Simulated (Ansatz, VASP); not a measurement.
Ti: VASP beside Ansatz

Contents of INCAR:

```
PREC = Accurate
ENCUT = 520
EDIFF = 1E-6
ISMEAR = -1
SIGMA = 0.08
LREAL = False
LASPH = True
NELM = 80
ALGO = Normal
ISIF = 2
LWAVE = False
LCHARG = True
GGA = PE
LELF = True
LVHAR = True
NBANDS = 12
```

KPOINTS

```
regular mesh
0
Gamma
  18 18 18
```

Contents of POSCAR:

```
Ti
1.0
    0.0000000000      1.7349256979      1.7349256979
    1.7349256979      0.0000000000      1.7349256979
    1.7349256979      1.7349256979      0.0000000000
Ti
1
Direct
    0.0000000000      0.0000000000      0.0000000000
```

Input for Ansatz:

```yaml
crystal:
  lattice:
    - [0.0, 1.7349256979, 1.7349256979]
    - [1.7349256979, 0.0, 1.7349256979]
    - [1.7349256979, 1.7349256979, 0.0]
  atoms:
    - { symbol: Ti, position: [0.0, 0.0, 0.0] }
kpoints:
  mp_grid: { grid: [18, 18, 18] }
scf:
  occupations: { method: fermi_dirac, width: 0.08 }
hamiltonian:
  xc: pbe
  pseudopotentials: { kind: all_electron, lapw: { basis_error: 0.001 } }
output:
  forces: true
  stress: true
  eigenvalues: true
  populations: true
```

Change from the starting cell: volume scaled by 0.6, LAPW.

Alike in both runs: task single point; functional PBE; k mesh 18 × 18 × 18; occupations fermi-dirac, width 0.08 eV; no spin polarisation.

|  | VASP | Ansatz |
| --- | --- | --- |
| version | VASP 6.6.1 | Ansatz 0.2.0 |
| potentials or method | VASP PAW PBE potentials, release 64 (Ti_sv), cutoff 520 eV | all-electron LAPW, scalar-relativistic |

|  | VASP | Ansatz | Ansatz less VASP |
| --- | --- | --- | --- |
| pressure (GPa) | 121.4 | 122.9 | +1.45 |

Both programs put the cell under a high pressure, so it lies far from rest at this level. Ansatz ran all-electron here, and VASP with PAW potentials.

Noted on VASP's run: the cell as given lies far from equilibrium.
